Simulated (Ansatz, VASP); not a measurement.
# One calculation of Sn2PbO3, two programs

Contents of INCAR:

```
SYSTEM = Sn2PbO3
PREC     = Accurate       ! precision mode
ENCUT    = 520            ! plane-wave cutoff, eV
EDIFF    = 1E-6           ! SCF threshold, eV
ISMEAR   = 0              ! smearing method
SIGMA    = 0.1            ! smearing width, eV
LREAL    = .False.        ! projectors in reciprocal space
LASPH    = .True.         ! aspherical terms in the spheres
NELM     = 100            ! most SCF steps
ALGO     = Normal         ! electronic algorithm
ISIF     = 2              ! what is computed and relaxed
LWAVE    = .False.        ! write WAVECAR
LCHARG   = .False.        ! write CHGCAR
GGA      = PE             ! functional
NBANDS   = 72             ! bands
```

KPOINTS

```
regular mesh
0
Gamma
  4 4 1
  0 0 0
```

The input POSCAR:

```
Sn2PbO3
1.0
    3.9238350161      0.0000000000      0.0000000000
    0.0000000000      3.9238350161      0.0000000000
    0.0000000000      0.0000000000     15.9030757944
Sn Pb O
4 2 6
Direct
    0.0000000000      0.5000000000      0.0719113871
    0.0000000000      0.5000000000      0.4124413877
    0.5000000000      0.0000000000      0.9280886129
    0.5000000000      1.0000000000      0.5875586123
    0.0000000000      0.5000000000      0.7372988460
    0.5000000000      1.0000000000      0.2627011540
    0.0000000000      1.0000000000      0.6588898659
    1.0000000000      0.0000000000      1.0000000000
    0.0000000000      0.0000000000      0.3411101341
    0.5000000000      0.5000000000      0.6588898659
    0.5000000000      0.5000000000      0.0000000000
    0.5000000000      0.5000000000      0.3411101341
```

Input for Ansatz:

```yaml
crystal:
  lattice:
    - [3.9238350161, 0.0, 0.0]
    - [0.0, 3.9238350161, 0.0]
    - [0.0, 0.0, 15.9030757944]
  atoms:
    - { symbol: Sn, position: [0.0, 0.5, 0.0719113871] }
    - { symbol: Sn, position: [0.0, 0.5, 0.4124413877] }
    - { symbol: Sn, position: [0.5, 0.0, 0.9280886129] }
    - { symbol: Sn, position: [0.5, 1.0, 0.5875586123] }
    - { symbol: Pb, position: [0.0, 0.5, 0.737298846] }
    - { symbol: Pb, position: [0.5, 1.0, 0.262701154] }
    - { symbol: O, position: [0.0, 1.0, 0.6588898659] }
    - { symbol: O, position: [1.0, 0.0, 1.0] }
    - { symbol: O, position: [0.0, 0.0, 0.3411101341] }
    - { symbol: O, position: [0.5, 0.5, 0.6588898659] }
    - { symbol: O, position: [0.5, 0.5, 0.0] }
    - { symbol: O, position: [0.5, 0.5, 0.3411101341] }
basis:
  ecutwfc: 420
kpoints:
  mp_grid: { grid: [4, 4, 1] }
hamiltonian:
  xc: pbe
scf:
  occupations: { method: gaussian, width: 0.1 }
  lower_state_search: "off"
output:
  forces: true
  stress: true
  eigenvalues: true
```

Alike in both runs: task single point; functional PBE; k mesh 4 × 4 × 1; occupations gaussian, width 0.1 eV; no spin polarisation.

```csv
,VASP,Ansatz
version,VASP 6.6.1,Ansatz 0.2.0
potentials or method,"VASP PAW PBE potentials, release 64 (Sn_d, Pb_d, O), cutoff 520 eV","scalar-relativistic, plane waves, PAW"
valence electrons in the cell,120,120
```

```tsv
	VASP	Ansatz	Ansatz less VASP
gap on the k mesh at the Fermi level (eV)	0.76	0.75	-0.005
least direct gap on the mesh (eV)	1.23	1.27	+0.039
pressure (GPa)	0.2	0.0	-0.12
rms of the force components (eV/Å)	0.023	0.005	-0.0181
```

Atom by atom the forces differ by 0.026 eV/Å (rms over components).

Neither program's run includes spin-orbit coupling.
